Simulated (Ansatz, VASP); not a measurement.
## Two plane-wave programs on CoSn

INCAR

```
SYSTEM = CoSn
ALGO = Fast
EDIFF = 1E-7
ENCUT = 520
GGA = PE
ISIF = 2
ISMEAR = 0
LASPH = .TRUE.
LCHARG = .FALSE.
LREAL = .FALSE.
LWAVE = .FALSE.
NBANDS = 44
NELM = 100
PREC = Accurate
SIGMA = 0.15
```

File KPOINTS:

```
k-points
0
G
  12 12 12
  0 0 0
```

Contents of POSCAR:

```
CoSn
1.0
    4.8728582061      0.0000000000      0.0000000000
   -2.4364291030      4.2200189955      0.0000000000
    0.0000000000      0.0000000000      4.3994991851
Co Sn
3 3
Direct
    0.0000000000      0.5000000000      0.0000000000
    0.5000000000      0.5000000000      0.0000000000
    0.5000000000      0.0000000000      0.0000000000
    0.6666666667      0.3333333333      0.5000000000
    0.3333333333      0.6666666667      0.5000000000
    0.0000000000      0.0000000000      0.0000000000
```

Input for Ansatz:

```yaml
crystal:
  lattice:
    - [4.8728582061, 0.0, 0.0]
    - [-2.436429103, 4.2200189955, 0.0]
    - [0.0, 0.0, 4.3994991851]
  atoms:
    - { symbol: Co, position: [0.0, 0.5, 0.0] }
    - { symbol: Co, position: [0.5, 0.5, 0.0] }
    - { symbol: Co, position: [0.5, 0.0, 0.0] }
    - { symbol: Sn, position: [0.6666666667, 0.3333333333, 0.5] }
    - { symbol: Sn, position: [0.3333333333, 0.6666666667, 0.5] }
    - { symbol: Sn, position: [0.0, 0.0, 0.0] }
basis:
  ecutwfc: 420
kpoints:
  mp_grid: { grid: [12, 12, 12] }
hamiltonian:
  xc: pbe
scf:
  occupations: { method: gaussian, width: 0.15 }
output:
  forces: true
  stress: true
  eigenvalues: true
```

Change from the starting cell: strain -0.080 along x and y, +0.040 along z, atoms carried along.

Alike in both runs: task single point; functional PBE; k mesh 12 × 12 × 12; occupations gaussian, width 0.15 eV; no spin polarisation.

|  | VASP | Ansatz |
| --- | --- | --- |
| version | VASP 6.6.1 | Ansatz 0.2.0 |
| potentials or method | VASP PAW PBE potentials, release 64 (Co, Sn_d), cutoff 520 eV | scalar-relativistic, plane waves, PAW |
| valence electrons in the cell | 69 | 93 |

|  | VASP | Ansatz | Ansatz less VASP |
| --- | --- | --- | --- |
| gap on the k mesh at the Fermi level (eV) | none | none | - |
| pressure (GPa) | 25.2 | 25.4 | +0.18 |
| traceless stress, the component that is largest in VASP (GPa) | -22.59 | -22.63 | -0.039 |

A gap of «none» marks a metal or a gap that the smearing closes. VASP's potentials hold 69 valence electrons a cell and Ansatz's 93, so a difference there can come from the potentials and not from the codes.
